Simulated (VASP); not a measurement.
# Al in VASP: notebook

The runs below take Al through single point, with PBE.

All numbers are computed with VASP 6.6.1; they aren't measurements. Logs are shortened: lines on timing, memory, paths and dates and some standing lists are left out, and cuts for length are marked.

### 1 The cell of the first run

The cell holds a slab with vacuum, 7 atoms: a = 2.827 Å, b = 2.827 Å, c = 28.779 Å, α = 90.00°, β = 90.00°, γ = 120.00°.

### 2 Single point, PBE

INCAR

```
PREC = Accurate
ENCUT = 520
EDIFF = 1E-7
ISMEAR = -1
SIGMA = 0.05
LREAL = False
LASPH = True
NELM = 100
ALGO = Normal
ISIF = 2
LWAVE = False
LCHARG = False
LDIPOL = True
IDIPOL = 3
DIPOL = 0.5 0.5 0.500
GGA = PE
NBANDS = 20
```

KPOINTS

```
regular mesh
0
Gamma
  11 11 1
```

POSCAR

```
Al
1.0
    2.8270770242      0.0000000000      0.0000000000
   -1.4135385121      2.4483205214      0.0000000000
    0.0000000000      0.0000000000     28.7789896050
Al
7
Direct
    0.3333333300      0.6666666600      0.2606067865
    0.0000000000      0.0000000000      0.3404045243
    0.6666666700      0.3333333400      0.4202022622
    0.0000000000      0.0000000000      0.5000000000
    0.3333333300      0.6666666600      0.5797977378
    0.0000000000      0.0000000000      0.6595954757
    0.6666666700      0.3333333400      0.7393932135
```

Potentials or basis: VASP PAW PBE potentials, release 64 (Al).

On the command line:

```bash
$ cat potpaw_PBE.64/Al/POTCAR > POTCAR
$ mpirun -np 1 vasp_std > vasp.out
```

OUTCAR:

```text
PREC = Accurate
   ENCUT = 520
   EDIFF = 1E-7
   ISMEAR = -1
   LREAL = False
   LASPH = True
   NELM = 100
   ISIF = 2
   GGA = PE

 ion  position               nearest neighbor table
   1  0.333  0.667  0.261-   2 2.82   2 2.82   2 2.82
   2  0.000  0.000  0.340-   1 2.82   3 2.82   1 2.82   1 2.82   3 2.82   3 2.82
   3  0.667  0.333  0.420-   4 2.82   2 2.82   4 2.82   4 2.82   2 2.82   2 2.82
   4  0.000  0.000  0.500-   5 2.82   3 2.82   3 2.82   5 2.82   3 2.82   5 2.82
   5  0.333  0.667  0.580-   4 2.82   6 2.82   4 2.82   4 2.82   6 2.82   6 2.82
   6  0.000  0.000  0.660-   7 2.82   5 2.82   7 2.82   7 2.82   5 2.82   5 2.82
   7  0.667  0.333  0.739-   6 2.82   6 2.82   6 2.82

  LATTYP: Found a hexagonal cell.
 ALAT       =     2.8270770242
 C/A-ratio  =    10.1797684883

  Lattice vectors:

 A1 = (   2.8270770242,   0.0000000000,   0.0000000000)
 A2 = (  -1.4135385121,   2.4483205214,   0.0000000000)
 A3 = (   0.0000000000,   0.0000000000,  28.7789896050)

Analysis of symmetry for initial positions (statically):
=====================================================================
 Subroutine PRICEL returns:
 Original cell was already a primitive cell.

 Routine SETGRP: Setting up the symmetry group for a
 hexagonal supercell.

 Subroutine GETGRP returns: Found 12 space group operations
 (whereof 12 operations were pure point group operations)
 out of a pool of 24 trial point group operations.

The static configuration has the point symmetry D_3d.

Analysis of symmetry for dynamics (positions and initial velocities):
=====================================================================
 Subroutine PRICEL returns:
 Original cell was already a primitive cell.

 Routine SETGRP: Setting up the symmetry group for a
 hexagonal supercell.

 Subroutine GETGRP returns: Found 12 space group operations
 (whereof 12 operations were pure point group operations)
 out of a pool of 24 trial point group operations.

The dynamic configuration has the point symmetry D_3d.

 Subroutine INISYM returns: Found 12 space group operations
 (whereof 12 operations are pure point group operations),
 and found     1 'primitive' translations

----------------------------------------------------------------------------------------

                                     Primitive cell

  volume of cell :     199.1964

  direct lattice vectors                    reciprocal lattice vectors
     2.827077024  0.000000000  0.000000000     0.353722234  0.204221627  0.000000000
    -1.413538512  2.448320521  0.000000000     0.000000000  0.408443254  0.000000000
     0.000000000  0.000000000 28.778989605     0.000000000  0.000000000  0.034747572

  length of vectors
     2.827077024  2.827077024 28.778989605     0.408443254  0.408443254  0.034747572

  position of ions in fractional coordinates (direct lattice)
     0.333333330  0.666666660  0.260606786
     0.000000000  0.000000000  0.340404524
     0.666666670  0.333333340  0.420202262
     0.000000000  0.000000000  0.500000000
     0.333333330  0.666666660  0.579797738
     0.000000000  0.000000000  0.659595476
     0.666666670  0.333333340  0.739393214

  ion indices of the primitive-cell ions
   primitive index   ion index
                 1           1
                 2           2
                 3           3
                 4           4
                 5           5
                 6           6
                 7           7

----------------------------------------------------------------------------------------

 KPOINTS: regular mesh

Automatic generation of k-mesh.
 Grid dimensions read from file:
 generate k-points for:   11   11    1

 Generating k-lattice:

  Cartesian coordinates                     Fractional coordinates (reciprocal lattice)
     0.032156567  0.018565602  0.000000000     0.090909091 -0.000000000  0.000000000
     0.000000000  0.037131205  0.000000000     0.000000000  0.090909091  0.000000000
     0.000000000  0.000000000  0.034747572     0.000000000  0.000000000  1.000000000

  Length of vectors
     0.037131205  0.037131205  0.034747572

  Shift w.r.t. Gamma in fractional coordinates (k-lattice)
     0.000000000  0.000000000  0.000000000

 Subroutine IBZKPT returns following result:
 ===========================================

 Found     16 irreducible k-points:

 Following reciprocal coordinates:
            Coordinates               Weight
  0.000000  0.000000  0.000000      1.000000
  0.090909 -0.000000  0.000000      6.000000
  0.181818  0.000000  0.000000      6.000000
  0.272727  0.000000  0.000000      6.000000
  0.363636 -0.000000  0.000000      6.000000
  0.454545  0.000000  0.000000      6.000000
[... 8 lines left out ...]
  0.272727  0.272727  0.000000      6.000000
  0.363636  0.272727  0.000000      6.000000
   k-points           NKPTS =     16   k-points in BZ     NKDIM =     16   number of bands    NBANDS=     20
   number of dos      NEDOS =    301   number of ions     NIONS =      7
   total plane-waves  NPLWV = 124416
   dimension x,y,z NGX =    24 NGY =   24 NGZ =  216
   dimension x,y,z NGXF=    48 NGYF=   48 NGZF=  432
   ions per type =               7
   NGX,Y,Z   is equivalent  to a cutoff of  14.11, 14.11, 12.48 a.u.
   NGXF,Y,Z  is equivalent  to a cutoff of  28.23, 28.23, 24.96 a.u.
 SYSTEM =  unknown system
   PREC   = accura    normal or accurate (medium, high low for compatibility)
   ISTART =      0    job   : 0-new  1-cont  2-samecut
   ICHARG =      2    charge: 1-file 2-atom 10-const
   ISPIN  =      1    spin polarized calculation?
   LNONCOLLINEAR =      F non collinear calculations
   LSORBIT =      F    spin-orbit coupling
   LASPH  =      T    aspherical Exc in radial PAW
   ENCUT  =  520.0 eV  38.22 Ry    6.18 a.u.   5.26  5.26 53.51*2*pi/ulx,y,z
   NELM   =    100;   NELMIN=  2; NELMDL= -5     # of ELM steps
   EDIFF  = 0.1E-06   stopping-criterion for ELM
   LREAL  =      F    real-space projection
   EDIFFG = 0.1E-05   stopping-criterion for IOM
   NSW    =      0    number of steps for IOM
   IBRION =     -1    ionic relax: 0-MD 1-quasi-New 2-CG
   NFREE  =      0    steps in history (QN), initial steepest desc. (CG)
   ISIF   =      2    stress and relaxation
   ISYM   =      2    0-nonsym 1-usesym 2-fastsym
   POTIM  = 0.5000    time-step for ionic-motion
   TEBEG  =    0.0;   TEEND  =   0.0 temperature during run
   PSTRESS=    0.0 pullay stress
   NELECT =      21.0000    total number of electrons
   NUPDOWN=      -1.0000    fix difference up-down
   EMIN   =  10.00;   EMAX   =-10.00  energy-range for DOS
   EFERMI =   0.00;   METHOD = LEGACY
   ISMEAR =    -1;   SIGMA  =   0.05  broadening in eV -4-tet -1-fermi 0-gaus
   EFERMI_NEDOS =   21; number of points for ismear=-14 and -15
   IALGO  =     38    algorithm
   IMIX   =      4    mixing-type and parameters
     AMIX     =   0.40;   BMIX     =  1.00
     AMIX_MAG =   1.60;   BMIX_MAG =  1.00
  volume/ion in A,a.u.               =      28.46       192.03
  Fermi-wavevector in a.u.,A,eV,Ry     =   0.773370  1.461458  8.137665  0.598101
  Thomas-Fermi vector in A             =   1.875200
   LORBIT       =      0    0 simple, 1 ext, 2 COOP (PROOUT), +10 PAW based schemes
   GGA     = PE    functional components
   LHFCALC =     F    Hartree Fock is set to
   AEXX    =    0.0000 exact exchange contribution
   IVDW    =     0    specifies the selected vdW correction
   LEPSILON=     F    determine dielectric tensor
   LRPA    =     F    only Hartree local field effects (RPA)
 non-spin polarized calculation
  energy-cutoff  :      520.00
  volume of cell :      199.20
 maximum number of plane-waves:      5410
 NGX is ok and might be reduce to    24
   NGX = 11   NGY = 11   NGZ =107

 dipolmoment           0.000000      0.000000     -0.000000 electrons x Angstroem

 number of electron      21.0000000 magnetization

 dipolmoment           0.000000      0.000000      0.000000 electrons x Angstroem

 Free energy of the ion-electron system (eV)
  ---------------------------------------------------
  ext. energy  EPLUGINS =         0.00000000
  ---------------------------------------------------
  free energy    TOTEN  =       -25.42771127 eV

  energy without entropy =      -25.39539622  energy(sigma->0) =      -25.41155374

 E-fermi :   2.9925     XC(G=0):  -6.4239

 val. band max:        2.9273355340   @ k =   0.3636   0.2727   0.0000
 cond. band min:       3.0106042945   @ k =   0.0909  -0.0000   0.0000
 fundamental gap:      0.0832687605
 Fermi energy:         2.9925237433

 k-point     1 :       0.0000    0.0000    0.0000
  band No.  band energies     occupation
      1      -8.3042      2.00000
      2      -7.9243      2.00000
      3      -7.2830      2.00000
      4      -6.4120      2.00000
      5      -5.3189      2.00000
      6      -4.0022      2.00000
[... 12 lines left out ...]
     19      12.4158      0.00000
     20      13.9485      0.00000

 k-point     2 :       0.0909   -0.0000    0.0000
  band No.  band energies     occupation
      1      -8.1005      2.00000
      2      -7.7210      2.00000
      3      -7.0805      2.00000
      4      -6.2107      2.00000
      5      -5.1188      2.00000
      6      -3.8034      2.00000
[... 12 lines left out ...]
     19      11.3246      0.00000
     20      11.8357      0.00000
[... 281 lines left out ...]
      3      -1.9285      2.00000
      4      -1.1077      2.00000
      5      -0.0851      2.00000
      6       0.9735      2.00000
[... 12 lines left out ...]
     19       5.7303      0.00000
     20       5.7542      0.00000

 k-point    16 :       0.3636    0.2727    0.0000
  band No.  band energies     occupation
      1      -1.0124      2.00000
      2      -0.9407      2.00000
      3      -0.6394      2.00000
      4      -0.6133      2.00000
      5      -0.1007      2.00000
      6       0.0359      2.00000
[... 12 lines left out ...]
     19       5.1669      0.00000
     20       5.4356      0.00000

------------------------ aborting loop because EDIFF is reached ----------------------------------------

 vacuum level on the upper side and lower side of the slab       (xc-potential included)        -0.109        -0.109

  FORCE on cell =-STRESS in cart. coord.  units (eV):
  Direction    XX          YY          ZZ          XY          YZ          ZX
  --------------------------------------------------------------------------------------
  -------------------------------------------------------------------------------------
  Total        0.9161664      0.9161664      2.4366051      0.0000000      0.0000000      0.0000000
  in kB        7.3689136      7.3689136     19.5981139      0.0000000      0.0000000      0.0000000
  external PRESSURE =      11.4453137 kB  Pullay stress =       0.0000000 kB

 VOLUME and BASIS-vectors are now :
 -----------------------------------------------------------------------------
  energy-cutoff  :      520.00
  volume of cell :      199.20
      direct lattice vectors                 reciprocal lattice vectors
     2.827077024  0.000000000  0.000000000     0.353722234  0.204221627  0.000000000
    -1.413538512  2.448320521  0.000000000     0.000000000  0.408443254  0.000000000
     0.000000000  0.000000000 28.778989605     0.000000000  0.000000000  0.034747572

 POSITION                                       TOTAL-FORCE (eV/Angst)
 -----------------------------------------------------------------------------------
      0.00000      1.63221      7.50000         0.000000      0.000000     -0.161662
      0.00000      0.00000      9.79650         0.000000     -0.000000     -0.021508
      1.41354      0.81611     12.09300        -0.000000     -0.000000     -0.003671
      0.00000      0.00000     14.38949         0.000000      0.000000      0.000000
      0.00000      1.63221     16.68599         0.000000      0.000000      0.003671
      0.00000      0.00000     18.98249        -0.000000      0.000000      0.021508
      1.41354      0.81611     21.27899        -0.000000     -0.000000      0.161662
 -----------------------------------------------------------------------------------
    total drift:                               -0.000000     -0.000000     -0.000000

  FREE ENERGIE OF THE ION-ELECTRON SYSTEM (eV)
  ---------------------------------------------------
  free  energy   TOTEN  =       -25.4277112692 eV

  energy  without entropy=      -25.3953962196  energy(sigma->0) =      -25.41155374

 vacuum level on the upper side and lower side of the slab         6.897         6.897
```

Run time: 4.2 min. Hardware: 1 thread of AMD EPYC 7R13, shared host; peak memory 0.31 GiB.

What came out:

* Free energy: -25.4277 eV
* Largest force: 0.162 eV/Å

Forces in eV/Å, atoms in the order of the input:
```
Al   0.000  0.000 -0.162
Al   0.000  0.000 -0.022
Al   0.000  0.000 -0.004
Al   0.000  0.000  0.000
Al   0.000  0.000  0.004
Al   0.000  0.000  0.022
Al   0.000  0.000  0.162
```

Levels at points of the mesh, in eV from the Fermi level:
| k point | band 6 | band 7 | band 8 | band 9 | band 10 | band 11 | band 12 | band 13 | band 14 | band 15 |
| --- | --- | --- | --- | --- | --- | --- | --- | --- | --- | --- |
| (0.00, 0.00, 0.00) | -6.99 | -5.43 | -3.97 | -2.06 | -0.17 | 1.65 | 3.09 | 3.70 | 4.79 | 4.89 |

[end of part 1 of 2]
